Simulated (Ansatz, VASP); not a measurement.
## Two plane-wave programs on Cu

The input INCAR:

```
  ALGO = Fast
  EDIFF = 1E-6
  EDIFFG = -0.001
  ENCUT = 600
  GGA = CA
  IBRION = 2
  ISIF = 3
  ISMEAR = -1
  LASPH = True
  LCHARG = False
  LREAL = False
  LWAVE = False
  NELM = 80
  NSW = 80
  PREC = Accurate
  SIGMA = 0.15
```

Contents of KPOINTS:

```
k-points
0
Gamma
  24 24 24
```

File POSCAR:

```
Cu
1.0
   -1.4275229678      1.4275229678      1.3411469825
    1.4275229678     -1.4275229678      1.3411469825
    1.4275229678      1.4275229678     -1.3411469825
Cu
1
Direct
    0.0000000000      0.0000000000      0.0000000000
```

Input for Ansatz:

```yaml
crystal:
  lattice:
    - [-1.4275229678, 1.4275229678, 1.3411469825]
    - [1.4275229678, -1.4275229678, 1.3411469825]
    - [1.4275229678, 1.4275229678, -1.3411469825]
  atoms:
    - { symbol: Cu, position: [0.0, 0.0, 0.0] }
basis:
  ecutwfc: 420
kpoints:
  mp_grid: { grid: [24, 24, 24] }
hamiltonian:
  xc: lda
scf:
  occupations: { method: fermi_dirac, width: 0.15 }
output:
  forces: true
  stress: true
  eigenvalues: true
relax:
  adjacent_minimum: "off"
  f_tol: 0.001
  max_steps: 60
  cell: { stress_tol: 0.01 }
```

Alike in both runs: task relaxation of cell and atoms; functional LDA; k mesh 24 × 24 × 24; occupations fermi-dirac, width 0.15 eV; no spin polarisation.

|  | VASP | Ansatz |
| --- | --- | --- |
| version | VASP 6.6.1 | Ansatz 0.2.0 |
| potentials or method | VASP PAW LDA potentials, release 64 (Cu), cutoff 600 eV | scalar-relativistic, plane waves, PAW |
| valence electrons in the cell | 11 | 19 |

|  | VASP | Ansatz | Ansatz less VASP |
| --- | --- | --- | --- |
| gap on the k mesh at the Fermi level, each at its own relaxed structure (eV) | none | none | - |
| relaxed volume (Å³/atom) | 10.99 | 10.94 | -0.054 |
| relaxed cell length with the largest relative difference (Å) | 2.428 | 2.424 | -0.0040 |

LDA's correlation is that of Perdew and Zunger in VASP and of Perdew and Wang (1992) in Ansatz. A gap of «none» marks a metal or a gap that the smearing closes. VASP's potentials hold 11 valence electrons a cell and Ansatz's 19, so a difference there can come from the potentials and not from the codes.
